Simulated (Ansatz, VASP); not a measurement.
# One calculation of VN, two programs

Contents of INCAR:

```
PREC = Accurate
ENCUT = 600
EDIFF = 1E-7
ISMEAR = 0
SIGMA = 0.1
LREAL = F
LASPH = T
NELM = 120
ALGO = Normal
ISIF = 3
LWAVE = F
LCHARG = F
IBRION = 2
NSW = 100
EDIFFG = -0.002
GGA_COMPAT = F
NELMIN = 4
```

Contents of KPOINTS:

```
regular mesh
0
Gamma
  18 18 18
```

Contents of POSCAR:

```
VN
1.0
    0.0000000000      2.0214115156      2.0214115156
    2.0214115156      0.0000000000      2.0214115156
    2.0214115156      2.0214115156      0.0000000000
V N
1 1
Direct
    0.0000000000      0.0000000000      0.0000000000
    0.5000000000      0.5000000000      0.5000000000
```

Input for Ansatz:

```yaml
crystal:
  lattice:
    - [0.0, 2.0214115156, 2.0214115156]
    - [2.0214115156, 0.0, 2.0214115156]
    - [2.0214115156, 2.0214115156, 0.0]
  atoms:
    - { symbol: V, position: [0.0, 0.0, 0.0] }
    - { symbol: "N", position: [0.5, 0.5, 0.5] }
basis:
  ecutwfc: 420
kpoints:
  mp_grid: { grid: [18, 18, 18] }
hamiltonian:
  xc: lda
  pseudopotentials: { kind: paw, azcp: { folder: soft_1 } }
scf:
  occupations: { method: gaussian, width: 0.1 }
output:
  forces: true
  stress: true
  eigenvalues: true
relax:
  adjacent_minimum: "off"
  f_tol: 0.002
  max_steps: 80
  cell: { stress_tol: 0.02 }
```

Alike in both runs: task relaxation of cell and atoms; functional LDA; k mesh 18 × 18 × 18; occupations gaussian, width 0.1 eV; no spin polarisation.

```csv
,VASP,Ansatz
version,VASP 6.6.1,Ansatz 0.2.0
potentials or method,"VASP PAW LDA potentials, release 64 (V_sv, N), cutoff 600 eV","scalar-relativistic, plane waves, PAW"
valence electrons in the cell,18,18
```

VASP gave:

```
gap on the k mesh at the Fermi level, each at its own relaxed structure (eV) : none
relaxed volume (Å³/atom)                                                     : 8.28
relaxed cell length with the largest relative difference (Å)                 : 2.861
```

Q: Which values does Ansatz return?

A: gap on the k mesh at the Fermi level, each at its own relaxed structure (eV): none; relaxed volume (Å³/atom): 8.26; relaxed cell length with the largest relative difference (Å): 2.858.

Ansatz warns that its potentials were made for another functional, while VASP's fit it. LDA's correlation is that of Perdew and Zunger in VASP and of Perdew and Wang (1992) in Ansatz. A gap of «none» marks a metal or a gap that the smearing closes.

Noted on VASP's run: too few bands were computed for a metal, which touches its energy and stress.
